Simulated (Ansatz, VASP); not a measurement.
BC5: VASP beside Ansatz

File INCAR:

```
SYSTEM = BC5
ALGO = Normal
EDIFF = 1E-6
ENCUT = 520
GGA = PE
ISIF = 2
ISMEAR = 0
LASPH = .True.
LCHARG = .False.
LREAL = .False.
LWAVE = .False.
NBANDS = 20
NELM = 60
PREC = Accurate
SIGMA = 0.1
```

KPOINTS

```
k-points
0
Gamma
  4 4 4
  0 0 0
```

File POSCAR:

```
BC5
1.0
    2.3207347600     -3.4005117000      0.0000000000
    2.3207347600      3.4005117000      0.0000000000
    0.0000000000      0.0000000000      5.5306750900
B C
1 5
Direct
    0.0000000000      0.0000000000      0.5000000000
    0.5000000000      0.5000000000      0.0000000000
    0.1640461900      0.1640461900      0.0000000000
    0.8359538100      0.8359538100      0.0000000000
    0.7841477300      0.2158522700      0.5000000000
    0.2158522700      0.7841477300      0.5000000000
```

Input for Ansatz:

```yaml
crystal:
  lattice:
    - [2.32073476, -3.4005117, 0.0]
    - [2.32073476, 3.4005117, 0.0]
    - [0.0, 0.0, 5.53067509]
  atoms:
    - { symbol: B, position: [0.0, 0.0, 0.5] }
    - { symbol: C, position: [0.5, 0.5, 0.0] }
    - { symbol: C, position: [0.16404619, 0.16404619, 0.0] }
    - { symbol: C, position: [0.83595381, 0.83595381, 0.0] }
    - { symbol: C, position: [0.78414773, 0.21585227, 0.5] }
    - { symbol: C, position: [0.21585227, 0.78414773, 0.5] }
basis:
  ecutwfc: 420
kpoints:
  mp_grid: { grid: [4, 4, 4] }
hamiltonian:
  xc: pbe
scf:
  occupations: { method: gaussian, width: 0.1 }
  lower_state_search: "off"
output:
  forces: true
  stress: true
  eigenvalues: true
```

Alike in both runs: task single point; functional PBE; k mesh 4 × 4 × 4; occupations gaussian, width 0.1 eV; no spin polarisation.

|  | VASP | Ansatz |
| --- | --- | --- |
| version | VASP 6.6.1 | Ansatz 0.2.0 |
| potentials or method | VASP PAW PBE potentials, release 64 (B, C), cutoff 520 eV | scalar-relativistic, plane waves, PAW |
| valence electrons in the cell | 23 | 23 |

Ansatz gave:

* gap on the k mesh at the Fermi level (eV): none
* rms of the force components (eV/Å): 0.297

Estimate VASP's values.

gap on the k mesh at the Fermi level (eV): none; rms of the force components (eV/Å): 0.301.

Atom by atom the forces differ by 0.005 eV/Å (rms over components). A gap of «none» marks a metal or a gap that the smearing closes. With one functional, cell and mesh, what is left measures potentials, basis and numerics.

The k mesh is coarse, so the values compare programs but aren't converged.
